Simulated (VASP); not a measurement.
# C: single point with BLYP

The system is C.

```
C
1.0
     8.40413    0.00000    0.00000
     8.04222    2.43968    0.00000
     8.04222    1.19300    2.12810
C
4
Direct
  0.91283 0.91283 0.91283
  0.24615 0.24615 0.24615
  0.75385 0.75385 0.75385
  0.08717 0.08717 0.08717
```

* Program: VASP 6.6.1
* Task: single point
* Functional: BLYP
* Potentials or basis: VASP PAW PBE potentials, release 64 (C)
* Cutoff: 600 eV
* k mesh: 10 × 10 × 10
* Occupations: methfessel-paxton, width 0.05 eV
* Spin: no spin polarisation

```
Pressure      : 2.0 GPa
Largest force : 0.020 eV/Å
```

Forces in eV/Å, atoms in the order of the input:
```
C    0.010  0.002  0.001
C    0.020  0.003  0.002
C   -0.020 -0.003 -0.002
C   -0.010 -0.002 -0.001
```

Stress tensor (GPa, compression positive):
```
 0.67 -0.31 -0.18
-0.31  2.69 -0.03
-0.18 -0.03  2.72
```

Run time: 26 min on 1 thread of Intel Xeon 8259CL, with other jobs on the host, peak memory 0.67 GiB.

Caveat: this functional lacks dispersion, which binds the layers, so the pressure and a relaxed spacing across them are unreliable; the PAW data sets were made with another functional, which shifts forces and pressure a little.
